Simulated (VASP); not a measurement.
Set up this calculation in VASP 6.6.1, as the native input.

```yaml
Task: single point
Functional: r2SCAN
Potentials_or_basis: VASP PAW PBE potentials, release 64 (Ti_sv)
Cutoff: 520 eV
k_mesh: 18 × 18 × 10
Occupations: gaussian, width 0.1 eV
Spin: no spin polarisation
Dipole_correction: no
Further_INCAR_settings: ALGO = Normal; EDIFF = 1e-06; NBANDS = 19
```

Ti:

```
CELL_PARAMETERS angstrom
2.93592 0.00000 0.00000
-1.46796 2.54258 0.00000
0.00000 0.00000 4.63564
ATOMIC_POSITIONS crystal
Ti 0.33333 0.66667 0.25000
Ti 0.66667 0.33333 0.75000
```

These files were run (other wordings do the same):

POSCAR

```
Ti
1.0
    2.9359161795      0.0000000000      0.0000000000
   -1.4679580897      2.5425779948      0.0000000000
    0.0000000000      0.0000000000      4.6356390809
Ti
2
Direct
    0.3333333333      0.6666666667      0.2500000000
    0.6666666667      0.3333333333      0.7500000000
```

INCAR.step1

```
SYSTEM = Ti
ALGO = Normal
EDIFF = 1E-4
ENCUT = 520
GGA = PE
ISMEAR = 0
LASPH = .TRUE.
LCHARG = .FALSE.
LREAL = .FALSE.
LWAVE = .TRUE.
NBANDS = 19
NELM = 60
PREC = Accurate
SIGMA = 0.1
```

INCAR.step2

```
SYSTEM = Ti
ALGO = Normal
EDIFF = 1E-6
ENCUT = 520
ISIF = 2
ISMEAR = 0
ISTART = 1
LASPH = .TRUE.
LCHARG = .FALSE.
LMIXTAU = .TRUE.
LREAL = .FALSE.
LWAVE = .FALSE.
METAGGA = R2SCAN
NBANDS = 19
NELM = 60
PREC = Accurate
SIGMA = 0.1
```

KPOINTS

```
k-points
0
G
  18 18 10
  0 0 0
```

Potentials or basis: VASP PAW PBE potentials, release 64 (Ti_sv).

Command:

```console
$ cat potpaw_PBE.64/Ti_sv/POTCAR > POTCAR
$ cp INCAR.step1 INCAR
$ mpirun -np 1 vasp_std > vasp.out
$ cp INCAR.step2 INCAR
$ mpirun -np 1 vasp_std > vasp.out
```

It gave:

```yaml
Pressure: 0.4 GPa
Band_gap_on_the_k_mesh: zero (bands 12 and 13 overlap by 1.23 eV)
```

Caveat: the PAW data sets were made with another functional, which shifts forces and pressure a little.

Wall time 2.9 min on 1 thread of Intel(R) Xeon(R) 6975P-C (Granite Rapids), on a shared host, peak memory 0.25 GiB.
